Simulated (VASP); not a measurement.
# N (P6_3/mmc) in VASP: single point with PBEsol

Aim: the single point of N with PBEsol.

All numbers are computed with VASP 6.6.1; they aren't measurements. Logs are shortened: lines on timing, memory, paths and dates and some standing lists are left out, and cuts for length are marked.

### Step 1. The cell of the first run

It takes space group P6_3/mmc (No. 194, hexagonal). Conventional cell: a = 2.519 Å, b = 2.519 Å, c = 2.446 Å, α = 90.00°, β = 90.00°, γ = 120.00°. Within 2.6 Å of N (site symmetry -6m2) lie 14 N at 1.90 to 2.52 Å.

### Step 2. Single point, PBEsol

Input file INCAR:

```
PREC     = Accurate       # precision mode
ENCUT    = 600            # plane-wave cutoff, eV
EDIFF    = 1E-6           # SCF threshold, eV
ISMEAR   = -1             # smearing method
SIGMA    = 0.1            # smearing width, eV
LREAL    = F              # projectors in reciprocal space
LASPH    = T              # aspherical terms in the spheres
NELM     = 120            # most SCF steps
ALGO     = Normal         # electronic algorithm
ISIF     = 2              # what is computed and relaxed
LWAVE    = F              # write WAVECAR
LCHARG   = F              # write CHGCAR
GGA      = PS             # functional
NBANDS   = 12             # bands
GGA_COMPAT= F
```

Input file KPOINTS:

```
Automatic mesh
0
Gamma
  6 6 4
```

Input file POSCAR:

```
N
1.0
    2.5194700000      0.0000000000      0.0000000000
   -1.2597350000      2.1819250241      0.0000000000
    0.0000000000      0.0000000000      2.4460000000
N
2
Direct
    0.6666666667      0.3333333333      0.2500000000
    0.3333333333      0.6666666667      0.7500000000
```

Potentials or basis: VASP PAW PBE potentials, release 64 (N).

The run is started by

```bash
$ cat potpaw_PBE.64/N/POTCAR > POTCAR
$ mpirun -np 1 vasp_std > vasp.out
```

OUTCAR:

```text
PREC = Accurate
   ENCUT = 600
   EDIFF = 1E-6
   ISMEAR = -1
   LREAL = F
   LASPH = T
   NELM = 120
   ISIF = 2
   GGA = PS

 ion  position               nearest neighbor table
   1  0.667  0.333  0.250-
   2  0.333  0.667  0.750-

  LATTYP: Found a hexagonal cell.
 ALAT       =     2.5194700000
 C/A-ratio  =     0.9708391050

  Lattice vectors:

 A1 = (   2.5194700000,   0.0000000000,   0.0000000000)
 A2 = (  -1.2597350000,   2.1819250241,   0.0000000000)
 A3 = (   0.0000000000,   0.0000000000,   2.4460000000)

Analysis of symmetry for initial positions (statically):
=====================================================================
 Subroutine PRICEL returns:
 Original cell was already a primitive cell.

 Routine SETGRP: Setting up the symmetry group for a
 hexagonal supercell.

 Subroutine GETGRP returns: Found 24 space group operations
 (whereof 12 operations were pure point group operations)
 out of a pool of 24 trial point group operations.

The static configuration has the point symmetry D_3d.
 The point group associated with its full space group is D_6h.

Analysis of symmetry for dynamics (positions and initial velocities):
=====================================================================
 Subroutine PRICEL returns:
 Original cell was already a primitive cell.

 Routine SETGRP: Setting up the symmetry group for a
 hexagonal supercell.

 Subroutine GETGRP returns: Found 24 space group operations
 (whereof 12 operations were pure point group operations)
 out of a pool of 24 trial point group operations.

The dynamic configuration has the point symmetry D_3d.
 The point group associated with its full space group is D_6h.

 Subroutine INISYM returns: Found 24 space group operations
 (whereof 12 operations are pure point group operations),
 and found     1 'primitive' translations

----------------------------------------------------------------------------------------

                                     Primitive cell

  volume of cell :      13.4464

  direct lattice vectors                    reciprocal lattice vectors
     2.519470000  0.000000000  0.000000000     0.396908874  0.229155445  0.000000000
    -1.259735000  2.181925024  0.000000000     0.000000000  0.458310890  0.000000000
     0.000000000  0.000000000  2.446000000     0.000000000  0.000000000  0.408830744

  length of vectors
     2.519470000  2.519470000  2.446000000     0.458310890  0.458310890  0.408830744

  position of ions in fractional coordinates (direct lattice)
     0.666666667  0.333333333  0.250000000
     0.333333333  0.666666667  0.750000000

  ion indices of the primitive-cell ions
   primitive index   ion index
                 1           1
                 2           2

----------------------------------------------------------------------------------------

 KPOINTS: Automatic mesh

Automatic generation of k-mesh.
 Grid dimensions read from file:
 generate k-points for:    6    6    4

 Generating k-lattice:

  Cartesian coordinates                     Fractional coordinates (reciprocal lattice)
     0.066151479  0.038192574  0.000000000     0.166666667  0.000000000  0.000000000
     0.000000000  0.076385148  0.000000000     0.000000000  0.166666667  0.000000000
     0.000000000  0.000000000  0.102207686     0.000000000  0.000000000  0.250000000

  Length of vectors
     0.076385148  0.076385148  0.102207686

  Shift w.r.t. Gamma in fractional coordinates (k-lattice)
     0.000000000  0.000000000  0.000000000

 Subroutine IBZKPT returns following result:
 ===========================================

 Found     21 irreducible k-points:

 Following reciprocal coordinates:
            Coordinates               Weight
  0.000000  0.000000  0.000000      1.000000
  0.166667 -0.000000  0.000000      6.000000
  0.333333 -0.000000  0.000000      6.000000
  0.500000  0.000000  0.000000      3.000000
  0.166667  0.166667  0.000000      6.000000
  0.333333  0.166667  0.000000     12.000000
[... 13 lines left out ...]
  0.333333  0.166667  0.500000     12.000000
  0.333333  0.333333  0.500000      2.000000
   k-points           NKPTS =     21   k-points in BZ     NKDIM =     21   number of bands    NBANDS=     12
   number of dos      NEDOS =    301   number of ions     NIONS =      2
   total plane-waves  NPLWV =   8000
   dimension x,y,z NGX =    20 NGY =   20 NGZ =   20
   dimension x,y,z NGXF=    40 NGYF=   40 NGZF=   40
   ions per type =               2
   NGX,Y,Z   is equivalent  to a cutoff of  13.20, 13.20, 13.59 a.u.
   NGXF,Y,Z  is equivalent  to a cutoff of  26.39, 26.39, 27.19 a.u.
 SYSTEM =  unknown system
   PREC   = accura    normal or accurate (medium, high low for compatibility)
   ISTART =      0    job   : 0-new  1-cont  2-samecut
   ICHARG =      2    charge: 1-file 2-atom 10-const
   ISPIN  =      1    spin polarized calculation?
   LNONCOLLINEAR =      F non collinear calculations
   LSORBIT =      F    spin-orbit coupling
   LASPH  =      T    aspherical Exc in radial PAW
   ENCUT  =  600.0 eV  44.10 Ry    6.64 a.u.   5.03  5.03  4.89*2*pi/ulx,y,z
   NELM   =    120;   NELMIN=  2; NELMDL= -5     # of ELM steps
   EDIFF  = 0.1E-05   stopping-criterion for ELM
   LREAL  =      F    real-space projection
   EDIFFG = 0.1E-04   stopping-criterion for IOM
   NSW    =      0    number of steps for IOM
   IBRION =     -1    ionic relax: 0-MD 1-quasi-New 2-CG
   NFREE  =      0    steps in history (QN), initial steepest desc. (CG)
   ISIF   =      2    stress and relaxation
   ISYM   =      2    0-nonsym 1-usesym 2-fastsym
   POTIM  = 0.5000    time-step for ionic-motion
   TEBEG  =    0.0;   TEEND  =   0.0 temperature during run
   PSTRESS=    0.0 pullay stress
   NELECT =      10.0000    total number of electrons
   NUPDOWN=      -1.0000    fix difference up-down
   EMIN   =  10.00;   EMAX   =-10.00  energy-range for DOS
   EFERMI =   0.00;   METHOD = LEGACY
   ISMEAR =    -1;   SIGMA  =   0.10  broadening in eV -4-tet -1-fermi 0-gaus
   EFERMI_NEDOS =   21; number of points for ismear=-14 and -15
   IALGO  =     38    algorithm
   IMIX   =      4    mixing-type and parameters
     AMIX     =   0.40;   BMIX     =  1.00
     AMIX_MAG =   1.60;   BMIX_MAG =  1.00
  volume/ion in A,a.u.               =       6.72        45.37
  Fermi-wavevector in a.u.,A,eV,Ry     =   1.483223  2.802884 29.932128  2.199949
  Thomas-Fermi vector in A             =   2.596911
   LORBIT       =      0    0 simple, 1 ext, 2 COOP (PROOUT), +10 PAW based schemes
   GGA     = PS    functional components
   LHFCALC =     F    Hartree Fock is set to
   AEXX    =    0.0000 exact exchange contribution
   IVDW    =     0    specifies the selected vdW correction
   LEPSILON=     F    determine dielectric tensor
   LRPA    =     F    only Hartree local field effects (RPA)
 non-spin polarized calculation
  energy-cutoff  :      600.00
  volume of cell :       13.45
 maximum number of plane-waves:       462
 NGX is ok and might be reduce to    20
   NGX =  9   NGY =  9   NGZ =  9

 number of electron      10.0000000 magnetization

 Free energy of the ion-electron system (eV)
  ---------------------------------------------------
  ext. energy  EPLUGINS =         0.00000000
  ---------------------------------------------------
  free energy    TOTEN  =       -10.60638322 eV

  energy without entropy =      -10.58746360  energy(sigma->0) =      -10.59692341

 E-fermi :   6.8048     XC(G=0): -13.2691

 val. band max:        6.7059873328   @ k =   0.3333   0.1667   0.0000
 cond. band min:       7.0917726970   @ k =   0.3333   0.3333   0.0000
 fundamental gap:      0.3857853642
 Fermi energy:         6.8047556228

 k-point     1 :       0.0000    0.0000    0.0000
  band No.  band energies     occupation
      1     -15.0930      2.00000
      2       1.3956      2.00000
      3       2.1720      2.00000
      4       4.6425      2.00000
      5       4.6425      2.00000
      6       9.8292      0.00000
      7       9.8292      0.00000
      8      13.1630      0.00000
      9      21.3028      0.00000
     10      24.8011      0.00000
     11      32.1834      0.00000
     12      32.1834      0.00000

 k-point     2 :       0.1667   -0.0000    0.0000
  band No.  band energies     occupation
      1     -14.4243      2.00000
      2      -0.5891      2.00000
      3       2.7131      2.00000
      4       3.7455      2.00000
      5       4.7824      2.00000
      6       9.6161      0.00000
      7      10.6798      0.00000
      8      12.3181      0.00000
      9      22.6308      0.00000
     10      24.3964      0.00000
     11      33.3116      0.00000
     12      33.3786      0.00000

 k-point     3 :       0.3333   -0.0000    0.0000
  band No.  band energies     occupation
      1     -12.5056      2.00000
      2      -4.5699      2.00000
      3       2.4801      2.00000
      4       4.1820      2.00000
      5       4.8211      2.00000
      6       9.5631      0.00000
      7      10.2770      0.00000
      8      11.7574      0.00000
      9      21.4866      0.00000
     10      27.5565      0.00000
     11      34.3342      0.00000
     12      35.0802      0.00000

 k-point     4 :       0.5000    0.0000    0.0000
  band No.  band energies     occupation
      1     -10.4389      2.00000
      2      -7.5025      2.00000
      3       1.9787      2.00000
      4       4.7628      2.00000
      5       5.4794      2.00000
      6       8.7070      0.00000
      7       9.7363      0.00000
      8      12.1224      0.00000
      9      20.3903      0.00000
     10      30.8631      0.00000
     11      32.9246      0.00000
     12      34.4201      0.00000

 k-point     5 :       0.1667    0.1667    0.0000
  band No.  band energies     occupation
      1     -13.1229      2.00000
      2      -3.1709      2.00000
      3       1.5607      2.00000
      4       3.7328      2.00000
      5       5.7884      1.99992
      6       9.7177      0.00000
      7      10.8820      0.00000
      8      11.2667      0.00000
      9      23.3450      0.00000
     10      24.7242      0.00000
     11      34.1560      0.00000
     12      34.7016      0.00000
[... 183 lines left out ...]
      1      -6.2709      2.00000
      2      -6.2709      2.00000
      3      -1.6788      2.00000
      4      -1.6788      2.00000
      5       6.2160      1.99447
      6       6.2160      1.99447
      7      11.0068      0.00000
      8      11.0068      0.00000
      9      26.0944      0.00000
     10      26.0944      0.00000
     11      38.3200      0.00000
     12      38.3200      0.00000

 k-point    19 :       0.1667    0.1667    0.5000
  band No.  band energies     occupation
      1      -8.3419      2.00000
      2      -8.3419      2.00000
      3       2.0165      2.00000
      4       2.0165      2.00000
      5       5.9310      1.99968
      6       5.9310      1.99968
      7      11.5743      0.00000
      8      11.5743      0.00000
      9      25.9451      0.00000
     10      25.9451      0.00000
     11      34.2199      0.00000
     12      34.2199      0.00000

 k-point    20 :       0.3333    0.1667    0.5000
  band No.  band energies     occupation
      1      -6.4426      2.00000
      2      -6.4426      2.00000
      3      -0.9055      2.00000
      4      -0.9055      2.00000
      5       4.6129      2.00000
      6       4.6129      2.00000
      7      12.2071      0.00000
      8      12.2071      0.00000
      9      26.5503      0.00000
     10      26.5503      0.00000
     11      37.0341      0.00000
     12      37.0341      0.00000

 k-point    21 :       0.3333    0.3333    0.5000
  band No.  band energies     occupation
      1      -5.4600      2.00000
      2      -5.4600      2.00000
      3      -1.5748      2.00000
      4      -1.5748      2.00000
      5       3.0659      2.00000
      6       3.0659      2.00000
      7      13.0326      0.00000
      8      13.0326      0.00000
      9      27.4115      0.00000
     10      27.4115      0.00000
     11      37.9937      0.00000
     12      37.9944      0.00000

------------------------ aborting loop because EDIFF is reached ----------------------------------------

  FORCE on cell =-STRESS in cart. coord.  units (eV):
  Direction    XX          YY          ZZ          XY          YZ          ZX
  --------------------------------------------------------------------------------------
  -------------------------------------------------------------------------------------
  Total        0.0469903      0.0469903     -0.5158575      0.0000000      0.0000000      0.0000000
  in kB        5.5990314      5.5990314    -61.4659880      0.0000000      0.0000000      0.0000000
  external PRESSURE =     -16.7559751 kB  Pullay stress =       0.0000000 kB

 VOLUME and BASIS-vectors are now :
 -----------------------------------------------------------------------------
  energy-cutoff  :      600.00
  volume of cell :       13.45
      direct lattice vectors                 reciprocal lattice vectors
     2.519470000  0.000000000  0.000000000     0.396908874  0.229155445  0.000000000
    -1.259735000  2.181925024  0.000000000     0.000000000  0.458310890  0.000000000
     0.000000000  0.000000000  2.446000000     0.000000000  0.000000000  0.408830744

 POSITION                                       TOTAL-FORCE (eV/Angst)
 -----------------------------------------------------------------------------------
      1.25974      0.72731      0.61150         0.000000     -0.000000      0.000000
     -0.00000      1.45462      1.83450        -0.000000      0.000000      0.000000
 -----------------------------------------------------------------------------------
    total drift:                               -0.000000      0.000000      0.000000

  FREE ENERGIE OF THE ION-ELECTRON SYSTEM (eV)
  ---------------------------------------------------
  free  energy   TOTEN  =       -10.6063832223 eV

  energy  without entropy=      -10.5874635986  energy(sigma->0) =      -10.59692341
```

Run time: 2.4 s. Hardware: 1 thread of Intel Xeon Platinum 8559C (Emerald Rapids), shared host; peak memory 0.11 GiB.

What came out:

| Quantity | Value |
| --- | --- |
| Free energy | -10.6064 eV |
| Pressure | -1.7 GPa |
| Band gap on the k mesh | zero (bands 5 and 6 overlap by 4.53 eV) |

Caveat: the k points lie up to 0.64 Å⁻¹ apart, too coarse for converged energies and pressures of a metal; the PAW data sets were made with another functional, which shifts forces and pressure a little.
